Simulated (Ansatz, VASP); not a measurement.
## Two plane-wave programs on Mo

INCAR

```
PREC     = Accurate       # precision mode
ENCUT    = 520            # plane-wave cutoff, eV
EDIFF    = 1E-8           # SCF threshold, eV
ISMEAR   = -1             # smearing method
SIGMA    = 0.03           # smearing width, eV
LREAL    = False          # projectors in reciprocal space
LASPH    = True           # aspherical terms in the spheres
NELM     = 100            # most SCF steps
ALGO     = Normal         # electronic algorithm
ISIF     = 2              # what is computed and relaxed
LWAVE    = False          # write WAVECAR
LCHARG   = False          # write CHGCAR
GGA      = PE             # functional
LEFG     = True         
NBANDS   = 13             # bands
```

KPOINTS

```
regular mesh
0
Gamma
  12 12 12
```

The input POSCAR:

```
Mo
1.0
    2.6048782310      0.0000000000      0.0000000000
    0.0000000000      2.6048782310      0.0000000000
    0.0000000000      0.0000000000      2.6048782310
Mo
1
Direct
    0.0000000000      0.0000000000      0.0000000000
```

Input for Ansatz:

```yaml
crystal:
  lattice:
    - [2.604878231, 0.0, 0.0]
    - [0.0, 2.604878231, 0.0]
    - [0.0, 0.0, 2.604878231]
  atoms:
    - { symbol: Mo, position: [0.0, 0.0, 0.0] }
kpoints:
  mp_grid: { grid: [12, 12, 12] }
  band_path:
    path:
      - [0.0, 0.0, 0.0]
      - [0.0, 0.5, 0.0]
      - [0.5, 0.5, 0.0]
      - [0.0, 0.0, 0.0]
      - [0.5, 0.5, 0.5]
      - [0.0, 0.5, 0.0]
      - [0.5, 0.5, 0.5]
      - [0.5, 0.5, 0.0]
    npoints: 8
scf:
  occupations: { method: fermi_dirac, width: 0.03 }
hamiltonian:
  xc: pbe
  pseudopotentials: { kind: paw }
output:
  forces: true
  stress: true
  eigenvalues: true
  efg: { contact_densities: true }
  populations: true
  bader: true
  dos: { projected: true, de: 0.2, e_range: [-14, 8] }
```

Alike in both runs: task electric field gradients; functional PBE; k mesh 12 × 12 × 12; occupations fermi-dirac, width 0.03 eV; no spin polarisation.

```csv
,VASP,Ansatz
version,VASP 6.6.1,Ansatz 0.2.0
potentials or method,"VASP PAW PBE potentials, release 64 (Mo_sv)","PAW with Ansatz's default frozen-core files, scalar-relativistic"
plane-wave cutoff (eV),520,420
valence electrons in the cell,14,14
```

VASP gave:

| Property | Result |
| --- | --- |
| pressure (GPa) | 0.4 |

Problem. Estimate Ansatz's values.

Solution. Pressure (GPa): 0.0.
